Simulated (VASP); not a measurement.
# CuO (C2/c) in VASP: single point with PBE+U

Aim: the single point of CuO with PBE+U.

Program: VASP 6.6.1. These are calculated values, not measurements. Logs are shortened: lines on timing, memory, paths and dates and some standing lists are left out, and cuts for length are marked.

## 1. The cell of the first run

Symmetry: C2/c, No. 15, monoclinic system. Conventional cell: a = 4.249 Å, b = 4.061 Å, c = 5.161 Å, α = 90.00°, β = 92.50°, γ = 90.00°. Cu (site symmetry -1) has 4 O at 1.95 to 1.96 Å within 2.6 Å. O (site symmetry 2) has 4 Cu at 1.95 to 1.96 Å and 2 O at 2.58 Å within 2.6 Å.

## 2. Single point, PBE+U, collinear spin, ferromagnetic start

Input file INCAR:

```
  ALGO = Normal
  EDIFF = 1E-6
  ENCUT = 520
  GGA = PE
  ISIF = 2
  ISMEAR = 0
  ISPIN = 2
  LASPH = True
  LCHARG = True
  LDAU = True
  LDAUJ = 0 0
  LDAUL = 2 -1
  LDAUPRINT = 1
  LDAUTYPE = 2
  LDAUU = 4 0
  LELF = True
  LMAXMIX = 4
  LORBIT = 11
  LREAL = False
  LVHAR = True
  LWAVE = False
  MAGMOM = 1 1 0 0
  NBANDS = 29
  NELM = 150
  PREC = Accurate
  SIGMA = 0.1
```

Input file KPOINTS:

```
k-points
0
Gamma
  6 6 4
```

Input file POSCAR:

```
CuO
1.0
    2.1247350000     -2.0304310000      0.0000000000
    2.1247350000      2.0304310000      0.0000000000
   -0.2253380000      0.0000000000      5.1557990000
Cu O
2 2
Direct
    0.5000000000      0.0000000000      0.5000000000
    0.0000000000      0.5000000000      0.0000000000
    0.5138720000      0.4861280000      0.2500000000
    0.4861280000      0.5138720000      0.7500000000
```

Potentials or basis: VASP PAW PBE potentials, release 64 (Cu, O).

Run with:

```sh
cat potpaw_PBE.64/Cu/POTCAR potpaw_PBE.64/O/POTCAR > POTCAR
mpirun -np 1 vasp_std > vasp.out
```

OUTCAR:

```text
EDIFF = 1E-6
   ENCUT = 520
   GGA = PE
   ISIF = 2
   ISMEAR = 0
   ISPIN = 2
   LASPH = True
   LORBIT = 11
   LREAL = False
   NELM = 150
   PREC = Accurate

 ion  position               nearest neighbor table
   1  0.500  0.000  0.500-   4 1.95   3 1.95   4 1.96   3 1.96
   2  0.000  0.500  0.000-   3 1.95   4 1.95   4 1.96   3 1.96
   3  0.514  0.486  0.250-   1 1.95   2 1.95   2 1.96   1 1.96
   4  0.486  0.514  0.750-   2 1.95   1 1.95   2 1.96   1 1.96

  LATTYP: Found a base centered monoclinic cell.
 ALAT       =     4.2494700000
 B/A-ratio  =     0.9556161121
 C/A-ratio  =     1.2144387259
 COS(beta)  =    -0.0436640545

  Lattice vectors:

 A1 = (   2.1247350000,  -2.0304310000,   0.0000000000)
 A2 = (   2.1247350000,   2.0304310000,   0.0000000000)
 A3 = (  -0.2253380000,   0.0000000000,   5.1557990000)

Analysis of symmetry for initial positions (statically):
=====================================================================
 Subroutine PRICEL returns:
 Original cell was already a primitive cell.

 Routine SETGRP: Setting up the symmetry group for a
 base centered monoclinic supercell.

 Subroutine GETGRP returns: Found  4 space group operations
 (whereof  2 operations were pure point group operations)
 out of a pool of  4 trial point group operations.

The static configuration has the point symmetry S_2 .
 The point group associated with its full space group is C_2h.

Analysis of symmetry for dynamics (positions and initial velocities):
=====================================================================
 Subroutine PRICEL returns:
 Original cell was already a primitive cell.

 Routine SETGRP: Setting up the symmetry group for a
 base centered monoclinic supercell.

 Subroutine GETGRP returns: Found  4 space group operations
 (whereof  2 operations were pure point group operations)
 out of a pool of  4 trial point group operations.

The dynamic configuration has the point symmetry S_2 .
 The point group associated with its full space group is C_2h.

Analysis of structural, dynamic, and magnetic symmetry:
=====================================================================
 Subroutine PRICEL returns:
 Original cell was already a primitive cell.

 Routine SETGRP: Setting up the symmetry group for a
 base centered monoclinic supercell.

 Subroutine GETGRP returns: Found  4 space group operations
 (whereof  2 operations were pure point group operations)
 out of a pool of  4 trial point group operations.

The overall configuration has the point symmetry S_2 .
 The point group associated with its full space group is C_2h.

 Subroutine INISYM returns: Found  4 space group operations
 (whereof  2 operations are pure point group operations),
 and found     1 'primitive' translations

----------------------------------------------------------------------------------------

                                     Primitive cell

  volume of cell :      44.4856

  direct lattice vectors                    reciprocal lattice vectors
     2.124735000 -2.030431000  0.000000000     0.235323464 -0.246253135  0.010284986
[... 134 lines left out ...]

 onsite density matrix

spin component  1

  0.9536 -0.0014 -0.0124  0.0014 -0.0004
 -0.0014  0.9969 -0.0003  0.0262 -0.0022
 -0.0124 -0.0003  0.9727  0.0004 -0.0003
  0.0014  0.0262  0.0004  0.9994 -0.0022
 -0.0004 -0.0022 -0.0003 -0.0022  0.9736

spin component  2

  0.9464 -0.0041 -0.0147 -0.0013 -0.0001
 -0.0041  0.7080 -0.0004 -0.2720  0.0248
 -0.0147 -0.0004  0.9672  0.0003 -0.0003
 -0.0013 -0.2720  0.0003  0.6778  0.0265
 -0.0001  0.0248 -0.0003  0.0265  0.9619

 occupancies and eigenvectors

  o =  0.4180  v =  0.0000  0.0000  0.0000  0.0000  0.0000  0.0070  0.6857  0.0003  0.7248 -0.0667      0.0000  0.0000  0.0000  0.0000  0.0000  0.0000  0.0000  0.0000  0.0000  0.0000
  o =  0.9386  v =  0.0000  0.0000  0.0000  0.0000  0.0000 -0.8856 -0.0539 -0.4574  0.0582 -0.0176      0.0000  0.0000  0.0000  0.0000  0.0000  0.0000  0.0000  0.0000  0.0000  0.0000
  o =  0.9474  v =  0.8949  0.0576  0.4385 -0.0560  0.0201  0.0000  0.0000  0.0000  0.0000  0.0000      0.0000  0.0000  0.0000  0.0000  0.0000  0.0000  0.0000  0.0000  0.0000  0.0000
  o =  0.9644  v =  0.0000  0.0000  0.0000  0.0000  0.0000  0.0288 -0.1485  0.0059  0.0494 -0.9872      0.0000  0.0000  0.0000  0.0000  0.0000  0.0000  0.0000  0.0000  0.0000  0.0000
  o =  0.9655  v =  0.0000  0.0000  0.0000  0.0000  0.0000  0.0435 -0.7096  0.0809  0.6839  0.1427      0.0000  0.0000  0.0000  0.0000  0.0000  0.0000  0.0000  0.0000  0.0000  0.0000
  o =  0.9721  v = -0.0464  0.7210 -0.0899 -0.6830  0.0575  0.0000  0.0000  0.0000  0.0000  0.0000      0.0000  0.0000  0.0000  0.0000  0.0000  0.0000  0.0000  0.0000  0.0000  0.0000
  o =  0.9734  v = -0.0237  0.0002  0.0133  0.0839  0.9961  0.0000  0.0000  0.0000  0.0000  0.0000      0.0000  0.0000  0.0000  0.0000  0.0000  0.0000  0.0000  0.0000  0.0000  0.0000
  o =  0.9749  v =  0.0000  0.0000  0.0000  0.0000  0.0000 -0.4615  0.0378  0.8856 -0.0330 -0.0155      0.0000  0.0000  0.0000  0.0000  0.0000  0.0000  0.0000  0.0000  0.0000  0.0000
  o =  0.9788  v =  0.4432 -0.0422 -0.8941  0.0447  0.0187  0.0000  0.0000  0.0000  0.0000  0.0000      0.0000  0.0000  0.0000  0.0000  0.0000  0.0000  0.0000  0.0000  0.0000  0.0000
  o =  1.0245  v = -0.0008 -0.6892 -0.0027 -0.7220  0.0610  0.0000  0.0000  0.0000  0.0000  0.0000      0.0000  0.0000  0.0000  0.0000  0.0000  0.0000  0.0000  0.0000  0.0000  0.0000

atom =   2  type =  1  l = 2

 onsite density matrix

spin component  1

  0.9536 -0.0014  0.0124 -0.0014  0.0004
 -0.0014  0.9969  0.0003 -0.0262  0.0022
  0.0124  0.0003  0.9727  0.0004 -0.0003
 -0.0014 -0.0262  0.0004  0.9994 -0.0022
  0.0004  0.0022 -0.0003 -0.0022  0.9736

spin component  2

  0.9464 -0.0041  0.0147  0.0013  0.0001
 -0.0041  0.7080  0.0004  0.2720 -0.0248
  0.0147  0.0004  0.9672  0.0003 -0.0003
  0.0013  0.2720  0.0003  0.6778  0.0265
  0.0001 -0.0248 -0.0003  0.0265  0.9619

 occupancies and eigenvectors

  o =  0.4180  v =  0.0000  0.0000  0.0000  0.0000  0.0000 -0.0070 -0.6857  0.0003  0.7248 -0.0667      0.0000  0.0000  0.0000  0.0000  0.0000  0.0000  0.0000  0.0000  0.0000  0.0000
  o =  0.9386  v =  0.0000  0.0000  0.0000  0.0000  0.0000  0.8856  0.0539 -0.4574  0.0582 -0.0176      0.0000  0.0000  0.0000  0.0000  0.0000  0.0000  0.0000  0.0000  0.0000  0.0000
  o =  0.9474  v =  0.8949  0.0576 -0.4385  0.0560 -0.0201  0.0000  0.0000  0.0000  0.0000  0.0000      0.0000  0.0000  0.0000  0.0000  0.0000  0.0000  0.0000  0.0000  0.0000  0.0000
  o =  0.9644  v =  0.0000  0.0000  0.0000  0.0000  0.0000 -0.0288  0.1485  0.0059  0.0494 -0.9872      0.0000  0.0000  0.0000  0.0000  0.0000  0.0000  0.0000  0.0000  0.0000  0.0000
  o =  0.9655  v =  0.0000  0.0000  0.0000  0.0000  0.0000 -0.0435  0.7096  0.0809  0.6839  0.1427      0.0000  0.0000  0.0000  0.0000  0.0000  0.0000  0.0000  0.0000  0.0000  0.0000
  o =  0.9721  v =  0.0464 -0.7210 -0.0899 -0.6830  0.0575  0.0000  0.0000  0.0000  0.0000  0.0000      0.0000  0.0000  0.0000  0.0000  0.0000  0.0000  0.0000  0.0000  0.0000  0.0000
  o =  0.9734  v =  0.0237 -0.0002  0.0133  0.0839  0.9961  0.0000  0.0000  0.0000  0.0000  0.0000      0.0000  0.0000  0.0000  0.0000  0.0000  0.0000  0.0000  0.0000  0.0000  0.0000
  o =  0.9749  v =  0.0000  0.0000  0.0000  0.0000  0.0000  0.4615 -0.0378  0.8856 -0.0330 -0.0155      0.0000  0.0000  0.0000  0.0000  0.0000  0.0000  0.0000  0.0000  0.0000  0.0000
  o =  0.9788  v =  0.4432 -0.0422  0.8941 -0.0447 -0.0187  0.0000  0.0000  0.0000  0.0000  0.0000      0.0000  0.0000  0.0000  0.0000  0.0000  0.0000  0.0000  0.0000  0.0000  0.0000
  o =  1.0245  v =  0.0008  0.6892 -0.0027 -0.7220  0.0610  0.0000  0.0000  0.0000  0.0000  0.0000      0.0000  0.0000  0.0000  0.0000  0.0000  0.0000  0.0000  0.0000  0.0000  0.0000

 number of electron      34.0000009 magnetization       1.9563607

 Free energy of the ion-electron system (eV)
  ---------------------------------------------------
  ext. energy  EPLUGINS =         0.00000000
  ---------------------------------------------------
  free energy    TOTEN  =       -17.24196951 eV

  energy without entropy =      -17.23985874  energy(sigma->0) =      -17.24091413

 E-fermi :   4.6105     XC(G=0): -11.2362

 val. band max:        4.4782231811   @ k =  -0.3333   0.3333   0.0000
 cond. band min:       4.6133747710   @ k =   0.5000   0.3333  -0.0000
 fundamental gap:      0.1351515898
 Fermi energy:         4.6104817911

 spin component 1

 k-point     1 :       0.0000    0.0000    0.0000
  band No.  band energies     occupation
      1     -14.8863      1.00000
      2     -13.5669      1.00000
      3      -3.6043      1.00000
      4      -2.3912      1.00000
      5      -2.3167      1.00000
      6      -0.5033      1.00000
[... 1529 lines left out ...]
     28      23.8511      0.00000
     29      24.9302      0.00000

 [... further k-points ...]
[... 5 lines left out ...]
  --------------------------------------------------------------------------------------
  -------------------------------------------------------------------------------------
  Total       -0.2331044     -0.1365515      0.4013497      0.0000000      0.0000000      0.1092351
  in kB       -8.3954137     -4.9179942     14.4548813      0.0000000      0.0000000      3.9341772
  external PRESSURE =       0.3804911 kB  Pullay stress =       0.0000000 kB

 VOLUME and BASIS-vectors are now :
 -----------------------------------------------------------------------------
  energy-cutoff  :      520.00
  volume of cell :       44.49
      direct lattice vectors                 reciprocal lattice vectors
     2.124735000 -2.030431000  0.000000000     0.235323464 -0.246253135  0.010284986
     2.124735000  2.030431000  0.000000000     0.235323464  0.246253135  0.010284986
    -0.225338000  0.000000000  5.155799000     0.000000000  0.000000000  0.193956359

 POSITION                                       TOTAL-FORCE (eV/Angst)
 -----------------------------------------------------------------------------------
      0.94970     -1.01522      2.57790        -0.000000     -0.000000      0.000000
      1.06237      1.01522      0.00000        -0.000000     -0.000000      0.000000
      2.06840     -0.05633      1.28895        -0.000000      0.009340      0.000000
      1.95573      0.05633      3.86685         0.000000     -0.009340      0.000000
 -----------------------------------------------------------------------------------
    total drift:                                0.000000      0.000000     -0.000000

  FREE ENERGIE OF THE ION-ELECTRON SYSTEM (eV)
  ---------------------------------------------------
  free  energy   TOTEN  =       -17.2419695083 eV

  energy  without entropy=      -17.2398587433  energy(sigma->0) =      -17.24091413

 total charge

# of ion       s       p       d       tot
------------------------------------------
    1        0.386   0.384   9.137   9.906
    2        0.386   0.384   9.137   9.906
    3        1.557   3.428   0.000   4.985
    4        1.557   3.428   0.000   4.985
--------------------------------------------------
tot          3.886   7.622  18.274  29.782

 magnetization (x)

# of ion       s       p       d       tot
------------------------------------------
    1       -0.006   0.002   0.635   0.631
    2       -0.006   0.002   0.635   0.631
    3        0.020   0.287   0.000   0.307
    4        0.020   0.287   0.000   0.307
--------------------------------------------------
tot          0.028   0.577   1.270   1.875
```

Run time: 77 s. Hardware: 1 thread of Intel Xeon Platinum 8375C at 2.90GHz (Ice Lake), shared host; peak memory 0.23 GiB.

What came out:

- Free energy: -17.2420 eV
- Pressure: 0.0 GPa
- Largest force: 0.009 eV/Å
- Net moment: 1.96 μB per cell
- Site moments: Cu +0.63; O +0.31 μB
- Valence electrons inside the program's atomic spheres: Cu 9.91; O 4.99

Forces on the atoms (eV/Å):
```
Cu   0.000  0.000  0.000
Cu   0.000  0.000  0.000
O    0.000  0.009  0.000
O    0.000 -0.009  0.000
```

Eigenvalues of the final occupation matrices:
```tsv
site	spin	trace	eigenvalues
site 1 d	1	4.90	0.95 0.97 0.97 0.98 1.02
site 1 d	2	4.26	0.42 0.94 0.96 0.97 0.97
site 2 d	1	4.90	0.95 0.97 0.97 0.98 1.02
site 2 d	2	4.26	0.42 0.94 0.96 0.97 0.97
```
